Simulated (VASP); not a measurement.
# H (I4/mmm) in VASP: further runs

Runs on H. Level: LDA. Tasks: relaxation of cell and atoms.

Program: VASP 6.6.1. These are calculated values, not measurements. Logs are shortened: lines on timing, memory, paths and dates and some standing lists are left out, and cuts for length are marked.

## 1. The cell of the first run

The structure is tetragonal, space group I4/mmm (No. 139). The conventional cell has a = 2.820 Å, b = 2.820 Å, c = 3.861 Å, α = 90.00°, β = 90.00°, γ = 90.00°. H (site symmetry 4mm) has 1 H at 0.77 Å within 1.1 Å.

## 2. Relaxation of cell and atoms, LDA, target pressure 1 GPa, at which the enthalpy is minimised

File INCAR:

```
SYSTEM = H
PREC = Accurate ; ENCUT = 1230
EDIFF = 1E-7 ; ISMEAR = 0
SIGMA = 0.01 ; LREAL = .False.
LASPH = .True. ; NELM = 120
ALGO = Normal ; ISIF = 3
LWAVE = .False. ; LCHARG = .False.
IBRION = 2 ; NSW = 80
EDIFFG = -0.001 ; PSTRESS = 10.0
GGA_COMPAT = .False. ; NELMIN = 4
```

File KPOINTS:

```
Automatic mesh
0
Gamma
  12 12 12
  0 0 0
```

File POSCAR:

```
H
1.0
   -1.4101864863      1.4101864863      1.9306382503
    1.4101864863     -1.4101864863      1.9306382503
    1.4101864863      1.4101864863     -1.9306382503
H
2
Direct
    0.9001528111      0.9001528111      0.0000000000
    0.0998471889      0.0998471889      0.0000000000
```

Potentials or basis: VASP PAW LDA potentials, release 64 (H_h).

On the command line:

```sh
> cat potpaw_LDA.64/H_h/POTCAR > POTCAR
> mpirun -np 1 vasp_std > vasp.out
```

OUTCAR:

```text
SYSTEM = H
   PREC = Accurate
   ENCUT = 1230
   EDIFF = 1E-7
   ISMEAR = 0
   LREAL = .False.
   LASPH = .True.
   NELM = 120
   ISIF = 3
   IBRION = 2
   NSW = 80
   EDIFFG = -0.001
   PSTRESS = 10.0
   NELMIN = 4

 ion  position               nearest neighbor table
   1  0.900  0.900  0.000-   2 0.77
   2  0.100  0.100  0.000-   1 0.77

  LATTYP: Found a body centered tetragonal cell.
 ALAT       =     2.8203729726
 C/A-ratio  =     1.3690659137

  Lattice vectors:

 A1 = (  -1.4101864863,   1.4101864863,   1.9306382503)
 A2 = (   1.4101864863,  -1.4101864863,   1.9306382503)
 A3 = (   1.4101864863,   1.4101864863,  -1.9306382503)

Analysis of symmetry for initial positions (statically):
=====================================================================
 Subroutine PRICEL returns:
 Original cell was already a primitive cell.

 Routine SETGRP: Setting up the symmetry group for a
 body centered tetragonal supercell.

 Subroutine GETGRP returns: Found 16 space group operations
 (whereof 16 operations were pure point group operations)
 out of a pool of 16 trial point group operations.

The static configuration has the point symmetry D_4h.

Analysis of symmetry for dynamics (positions and initial velocities):
=====================================================================
 Subroutine PRICEL returns:
 Original cell was already a primitive cell.

 Routine SETGRP: Setting up the symmetry group for a
 body centered tetragonal supercell.

 Subroutine GETGRP returns: Found 16 space group operations
 (whereof 16 operations were pure point group operations)
 out of a pool of 16 trial point group operations.

The dynamic configuration has the point symmetry D_4h.

 Subroutine INISYM returns: Found 16 space group operations
 (whereof 16 operations are pure point group operations),
 and found     1 'primitive' translations

----------------------------------------------------------------------------------------

                                     Primitive cell

  volume of cell :      15.3573

  direct lattice vectors                    reciprocal lattice vectors
    -1.410186486  1.410186486  1.930638250     0.000000000  0.354563035  0.258981712
     1.410186486 -1.410186486  1.930638250     0.354563035  0.000000000  0.258981712
     1.410186486  1.410186486 -1.930638250     0.354563035  0.354563035  0.000000000

  length of vectors
     2.775718989  2.775718989  2.775718989     0.439074564  0.439074564  0.501427852

  position of ions in fractional coordinates (direct lattice)
     0.900152811  0.900152811  0.000000000
     0.099847189  0.099847189  0.000000000

  ion indices of the primitive-cell ions
   primitive index   ion index
                 1           1
                 2           2

----------------------------------------------------------------------------------------

 KPOINTS: Automatic mesh

Automatic generation of k-mesh.
 Grid dimensions read from file:
 generate k-points for:   12   12   12

 Generating k-lattice:

  Cartesian coordinates                     Fractional coordinates (reciprocal lattice)
     0.000000000  0.029546920  0.021581809     0.083333333 -0.000000000  0.000000000
     0.029546920  0.000000000  0.021581809    -0.000000000  0.083333333  0.000000000
     0.029546920  0.029546920  0.000000000     0.000000000  0.000000000  0.083333333

  Length of vectors
     0.036589547  0.036589547  0.041785654

  Shift w.r.t. Gamma in fractional coordinates (k-lattice)
     0.000000000  0.000000000  0.000000000

 Subroutine IBZKPT returns following result:
 ===========================================

 Found    163 irreducible k-points:

 Following reciprocal coordinates:
            Coordinates               Weight
  0.000000  0.000000  0.000000      1.000000
  0.083333  0.000000 -0.000000      8.000000
  0.166667  0.000000  0.000000      8.000000
  0.250000  0.000000  0.000000      8.000000
  0.333333  0.000000  0.000000      8.000000
  0.416667  0.000000  0.000000      8.000000
[... 16 lines left out ...]
  0.500000  0.166667  0.000000     16.000000
 -0.416667  0.166667  0.000000     16.000000
 [... further k-points ...]
   k-points           NKPTS =    163   k-points in BZ     NKDIM =    163   number of bands    NBANDS=      5
   number of dos      NEDOS =    301   number of ions     NIONS =      2
   total plane-waves  NPLWV =  32768
   dimension x,y,z NGX =    32 NGY =   32 NGZ =   32
   dimension x,y,z NGXF=    64 NGYF=   64 NGZF=   64
   ions per type =               2
   NGX,Y,Z   is equivalent  to a cutoff of  19.17, 19.17, 19.17 a.u.
   NGXF,Y,Z  is equivalent  to a cutoff of  38.33, 38.33, 38.33 a.u.
 SYSTEM =  H
   PREC   = accura    normal or accurate (medium, high low for compatibility)
   ISTART =      0    job   : 0-new  1-cont  2-samecut
   ICHARG =      2    charge: 1-file 2-atom 10-const
   ISPIN  =      1    spin polarized calculation?
   LNONCOLLINEAR =      F non collinear calculations
   LSORBIT =      F    spin-orbit coupling
   LASPH  =      T    aspherical Exc in radial PAW
   ENCUT  = 1230.0 eV  90.40 Ry    9.51 a.u.   7.94  7.94  7.94*2*pi/ulx,y,z
   NELM   =    120;   NELMIN=  4; NELMDL= -5     # of ELM steps
   EDIFF  = 0.1E-06   stopping-criterion for ELM
   LREAL  =      F    real-space projection
   EDIFFG = -.1E-02   stopping-criterion for IOM
   NSW    =     80    number of steps for IOM
   IBRION =      2    ionic relax: 0-MD 1-quasi-New 2-CG
   NFREE  =      1    steps in history (QN), initial steepest desc. (CG)
   ISIF   =      3    stress and relaxation
   ISYM   =      2    0-nonsym 1-usesym 2-fastsym
   POTIM  = 0.5000    time-step for ionic-motion
   TEBEG  =    0.0;   TEEND  =   0.0 temperature during run
   PSTRESS=   10.0 pullay stress
   NELECT =       2.0000    total number of electrons
   NUPDOWN=      -1.0000    fix difference up-down
   EMIN   =  10.00;   EMAX   =-10.00  energy-range for DOS
   EFERMI =   0.00;   METHOD = LEGACY
   ISMEAR =     0;   SIGMA  =   0.01  broadening in eV -4-tet -1-fermi 0-gaus
   EFERMI_NEDOS =   21; number of points for ismear=-14 and -15
   IALGO  =     38    algorithm
   IMIX   =      4    mixing-type and parameters
     AMIX     =   0.40;   BMIX     =  1.00
     AMIX_MAG =   1.60;   BMIX_MAG =  1.00
  volume/ion in A,a.u.               =       7.68        51.82
  Fermi-wavevector in a.u.,A,eV,Ry     =   0.829813  1.568119  9.368827  0.688589
  Thomas-Fermi vector in A             =   1.942424
   LORBIT       =      0    0 simple, 1 ext, 2 COOP (PROOUT), +10 PAW based schemes
   GGA     = CA    functional components
   LHFCALC =     F    Hartree Fock is set to
   AEXX    =    0.0000 exact exchange contribution
   IVDW    =     0    specifies the selected vdW correction
   LEPSILON=     F    determine dielectric tensor
   LRPA    =     F    only Hartree local field effects (RPA)
 conjugate gradient relaxation of ions
 non-spin polarized calculation
 Gauss-broadening in eV      SIGMA  =   0.01
  energy-cutoff  :     1230.00
  volume of cell :       15.36
 maximum number of plane-waves:      1543
   NGX = 15   NGY = 15   NGZ = 15

--------------------------------------- Ionic step        1  -------------------------------------------

 number of electron       2.0000000 magnetization

 Free energy of the ion-electron system (eV)
  ---------------------------------------------------
  ext. energy  EPLUGINS =         0.00000000
  ---------------------------------------------------
  free energy    TOTEN  =        -6.81167353 eV

  energy without entropy =       -6.81167353  energy(sigma->0) =       -6.81167353

------------------------ aborting loop because EDIFF is reached ----------------------------------------

  FORCE on cell =-STRESS in cart. coord.  units (eV):
  Direction    XX          YY          ZZ          XY          YZ          ZX
  --------------------------------------------------------------------------------------
  -------------------------------------------------------------------------------------
  Total       -0.0038393     -0.0038393      0.0117574      0.0000000      0.0000000      0.0000000
  in kB       -0.4005437     -0.4005437      1.2266150      0.0000000      0.0000000      0.0000000
  external PRESSURE =      -9.8581575 kB  Pullay stress =      10.0000000 kB
[... 93 lines left out ...]
  FREE ENERGIE OF THE ION-ELECTRON SYSTEM (eV)
  ---------------------------------------------------
  free  energy   TOTEN  =        -6.8115632163 eV

  energy  without entropy=       -6.8115632163  energy(sigma->0) =       -6.81156322

  enthalpy is  TOTEN    =        -6.7183086773 eV   P V=        0.0932545390

[... ionic steps 4 to 11 ...]

--------------------------------------- Ionic step       12  -------------------------------------------

 number of electron       2.0000000 magnetization

------------------------ aborting loop because EDIFF is reached ----------------------------------------

  FORCE on cell =-STRESS in cart. coord.  units (eV):
  Direction    XX          YY          ZZ          XY          YZ          ZX
  --------------------------------------------------------------------------------------
  -------------------------------------------------------------------------------------
  Total        0.0846528      0.0846528      0.0855367      0.0000000      0.0000000      0.0000000
  in kB       10.1117856     10.1117856     10.2173699      0.0000000      0.0000000      0.0000000
  external PRESSURE =       0.1469804 kB  Pullay stress =      10.0000000 kB
[... 61 lines left out ...]
  enthalpy is  TOTEN    =        -6.7227961012 eV   P V=        0.0838725201

--------------------------------------- Ionic step       14  -------------------------------------------

 number of electron       2.0000000 magnetization

 Free energy of the ion-electron system (eV)
  ---------------------------------------------------
  ext. energy  EPLUGINS =         0.00000000
  ---------------------------------------------------
  free energy    TOTEN  =        -6.80666919 eV

  energy without entropy =       -6.80666919  energy(sigma->0) =       -6.80666919

 E-fermi :  -5.7320     XC(G=0):  -7.7253

 val. band max:       -5.7871082643   @ k =   0.5000   0.5000   0.5000
 cond. band min:       0.9671360496   @ k =   0.5000   0.0000   0.0000
 fundamental gap:      6.7542443139
 Fermi energy:        -5.7320385512

 k-point     1 :       0.0000    0.0000    0.0000
  band No.  band energies     occupation
      1     -11.5575      2.00000
      2      12.1578      0.00000
      3      14.2114      0.00000
      4      23.2731      0.00000
      5      23.2731      0.00000

 k-point     2 :       0.0833    0.0000   -0.0000
  band No.  band energies     occupation
      1     -11.3836      2.00000
      2      10.9773      0.00000
      3      14.7231      0.00000
      4      21.3356      0.00000
      5      22.2736      0.00000
[... 169 lines left out ...]
 k-point    24 :      -0.4167    0.1667    0.0000
  band No.  band energies     occupation
      1      -8.2972      2.00000
      2       3.7005      0.00000
      3      11.0796      0.00000
      4      14.7276      0.00000
      5      17.7470      0.00000

 [... further k-points ...]

------------------------ aborting loop because EDIFF is reached ----------------------------------------

  FORCE on cell =-STRESS in cart. coord.  units (eV):
  Direction    XX          YY          ZZ          XY          YZ          ZX
  --------------------------------------------------------------------------------------
  -------------------------------------------------------------------------------------
  Total        0.0831879      0.0831879      0.0858717      0.0000000      0.0000000      0.0000000
  in kB        9.9183300      9.9183300     10.2383107      0.0000000      0.0000000      0.0000000
  external PRESSURE =       0.0249902 kB  Pullay stress =      10.0000000 kB
[... 17 lines left out ...]
  FREE ENERGIE OF THE ION-ELECTRON SYSTEM (eV)
  ---------------------------------------------------
  free  energy   TOTEN  =        -6.8066691857 eV

  energy  without entropy=       -6.8066691857  energy(sigma->0) =       -6.80666919

  enthalpy is  TOTEN    =        -6.7227962701 eV   P V=        0.0838729156

 reached required accuracy - stopping structural energy minimisation
```

Wall time 95 s (1 thread of Intel Xeon Platinum 8259CL at 2.50GHz (Skylake/Cascade Lake), shared host); peak memory 0.17 GiB.

Results:

```yaml
Free_energy: -6.8067 eV
Relaxed_volume: 6.72 Å³/atom
Relaxed_cell: a = 2.658 Å, b = 2.658 Å, c = 2.658 Å, α = 119.16°, β = 119.16°, γ = 91.46°
Space_group_after_relaxing_to_0.1_Å: I4/mmm (No. 139)
Energy_change_on_relaxing_the_run_minimises_the_enthalpy: +2.5 meV/atom
Ionic_steps: 14
Pressure_after_relaxing: 1.0 GPa
Band_gap_on_the_k_mesh: 6.75 eV (least direct gap 7.28 eV)
```

The path:
| step | energy change (eV) | largest force (eV/Å) | pressure (GPa) | volume (Å³) |
| --- | --- | --- | --- | --- |
| 1 | 0.0000 | 0.0197 | 0.01 | 15.36 |
| 2 | 0.0000 | 0.0091 | 0.02 | 15.25 |
| 3 | 0.0001 | 0.0213 | 0.07 | 14.94 |
| 4 | 0.0012 | 0.0783 | 0.20 | 14.33 |
| 5 | 0.0075 | 0.1770 | 0.68 | 13.16 |
| 6 | 0.0044 | 0.1378 | 0.48 | 13.59 |
| 7 | 0.0048 | 0.0064 | 1.00 | 13.47 |
| 8 | 0.0048 | 0.0031 | 0.98 | 13.48 |
| 9 | 0.0048 | 0.0029 | 0.98 | 13.47 |
| 10 | 0.0048 | 0.0021 | 0.99 | 13.47 |
| 11 | 0.0049 | 0.0005 | 1.00 | 13.45 |
| 12 | 0.0052 | 0.0027 | 1.01 | 13.41 |
| 13 | 0.0050 | 0.0004 | 1.00 | 13.44 |
| 14 | 0.0050 | 0.0005 | 1.00 | 13.44 |

Final structure:
```xyz
2
Lattice="-1.3457 1.3457 1.8552 1.3457 -1.3457 1.8552 1.3457 1.3457 -1.8552" Properties=species:S:1:pos:R:3 pbc="T T T"
H     0.0000    0.0000    3.3248
H     0.0000    0.0000    0.3857
```

Caveat: the cell is relaxed towards a set pressure, so the run minimises the enthalpy, not the energy. A k mesh can miss the band edges.

## 3. Relaxation of cell and atoms, LDA

This run uses another cell than the first one, of 11.78 Å³/atom.

File INCAR:

```
SYSTEM = H
  PREC = Accurate
  ENCUT = 1230
  EDIFF = 1E-7
  ISMEAR = 0
  SIGMA = 0.1
  LREAL = .False.
  LASPH = .True.
  NELM = 120
  ALGO = Normal
  ISIF = 3
  LWAVE = .False.
  LCHARG = .False.
  GGA = CA
  IBRION = 2
  NSW = 100
  EDIFFG = -0.05
  GGA_COMPAT = .False.
  NELMIN = 4
```

File KPOINTS:

```
Automatic mesh
0
Gamma
  8 8 8
  0 0 0
```

File POSCAR:

```
H
1.0
   -1.6915344700      1.6915344700      2.0584739900
    1.6915344700     -1.6915344700      2.0584739900
    1.6915344700      1.6915344700     -2.0584739900
H
2
Direct
    0.9098622900      0.9098622900      0.0000000000
    0.0901377100      0.0901377100      0.0000000000
```

Potentials or basis: VASP PAW LDA potentials, release 64 (H_h).

On the command line:

```sh
> cat potpaw_LDA.64/H_h/POTCAR > POTCAR
> mpirun -np 1 vasp_std > vasp.out
```

Wall time 2.1 min (1 thread of Intel Xeon Platinum 8259CL at 2.50GHz (Skylake/Cascade Lake), shared host); peak memory 0.17 GiB.

It converged, with:

| Item | Value |
| --- | --- |
| Free energy | -6.8109 eV |
| Relaxed volume | 7.64 Å³/atom |
| Relaxed cell | a = 2.744 Å, b = 2.744 Å, c = 2.744 Å, α = 116.45°, β = 116.45°, γ = 96.26° |
| Space group after relaxing (to 0.1 Å) | I4/mmm (No. 139) |
| Energy gained by relaxing | 22.1 meV/atom |
| Ionic steps | 17 |
| Pressure after relaxing | 0.0 GPa |
| Band gap on the k mesh | 6.82 eV (least direct gap 8.22 eV) |

Forces on the atoms (eV/Å):
```
H    0.000  0.000 -0.003
H    0.000  0.000  0.003
```

Stress tensor (GPa, compression positive):
```
-0.07  0.00  0.00
 0.00 -0.07  0.00
 0.00  0.00  0.28
```

The path:
| step | energy change (eV) | largest force (eV/Å) | pressure (GPa) | volume (Å³) |
| --- | --- | --- | --- | --- |
| 1 | 0.0000 | 0.9773 | 0.94 | 23.56 |
| 2 | 0.0688 | 1.9200 | -4.46 | 23.79 |
| 3 | -0.0133 | 0.0233 | -0.77 | 23.62 |
| 4 | -0.0133 | 0.0054 | -0.72 | 23.62 |
| 5 | -0.0133 | 0.0225 | -0.69 | 23.62 |
| 6 | -0.0140 | 0.0239 | -0.69 | 23.47 |
| 7 | -0.0160 | 0.0290 | -0.68 | 23.03 |
| 8 | -0.0201 | 0.0417 | -0.66 | 22.16 |
| 9 | -0.0277 | 0.0770 | -0.57 | 20.50 |
| 10 | -0.0398 | 0.1876 | -0.05 | 17.42 |
| 11 | -0.0218 | 0.5645 | 4.08 | 12.21 |
| 12 | -0.0410 | 0.4127 | 0.84 | 16.02 |
| 13 | -0.0414 | 0.3837 | 0.78 | 15.97 |
| 14 | -0.0425 | 0.2986 | 0.62 | 15.82 |
| 15 | -0.0438 | 0.1336 | 0.30 | 15.53 |
| 16 | -0.0435 | 0.1761 | -0.32 | 14.95 |
| 17 | -0.0441 | 0.0030 | 0.04 | 15.29 |

Final structure:
```
H
1.0
    -1.44462    1.44462    1.83110
     1.44462   -1.44462    1.83110
     1.44462    1.44462   -1.83110
H
2
Direct
  0.89467 0.89467 0.00000
  0.10533 0.10533 0.00000
```

Levels at points of the mesh, in eV from the valence-band top:
```tsv
k point	band 1	band 2	band 3	band 4
(0.00, 0.00, 0.00)	-5.12	16.33	18.76	27.33
(0.50, 0.00, 0.00)	-1.79	6.82	18.93	20.81
(0.50, 0.50, 0.00)	-1.22	9.40	14.11	17.05
(0.50, 0.50, 0.50)	0.00	8.22	15.21	17.22
```

Caveat: the volume moved by over 15 % at a fixed basis, so the end points are rough. A k mesh can miss the band edges.
